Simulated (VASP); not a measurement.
# Ca: single point with PBE+D3(BJ)

Ca:

```
CELL_PARAMETERS angstrom
-2.28070 2.23513 2.23942
2.24019 -2.20782 2.17132
2.20109 2.12821 -2.21200
ATOMIC_POSITIONS crystal
Ca 0.50095 0.50013 0.00337
```

This cell differs from its parent crystal: the cell strained at random.

| Quantity | Value |
| --- | --- |
| Program | VASP 6.6.1 |
| Task | single point |
| Functional | PBE |
| Dispersion | D3(BJ) |
| Potentials or basis | VASP PAW PBE potentials, release 64 (Ca_sv) |
| Cutoff | 520 eV |
| k mesh | 9 × 9 × 9 |
| Occupations | methfessel-paxton, width 0.025 eV |
| Spin | no spin polarisation |
| Dipole correction | no |
| Further INCAR settings | ALGO = Fast; EDIFF = 1e-06; NBANDS = 11 |

| Property | Result |
| --- | --- |
| Pressure | -1.0 GPa |
| Band gap on the k mesh | zero (band 5 reaches 2.15 eV, above the bottom of band 6 at 1.83 eV) |
| Dispersion energy per atom | -0.228 eV |

Stress tensor (GPa, compression positive):
```
-1.01  0.33  0.28
 0.33 -1.12  0.06
 0.28  0.06 -0.92
```

Levels at points of the mesh, in eV from the Fermi level:
| k point | band 2 | band 3 | band 4 | band 5 | band 6 | band 7 | band 8 | band 9 |
| --- | --- | --- | --- | --- | --- | --- | --- | --- |
| (0.00, 0.00, 0.00) | -23.04 | -23.04 | -23.04 | -4.07 | 2.13 | 2.21 | 2.39 | 3.26 |

Run time: 3.8 min on 1 thread of Intel Xeon 8259CL, with other jobs on the host, peak memory 0.3 GiB.

Caveat: the cell differs from its parent crystal (the cell strained at random); pairwise dispersion overbinds metals, which lowers pressure and volume.
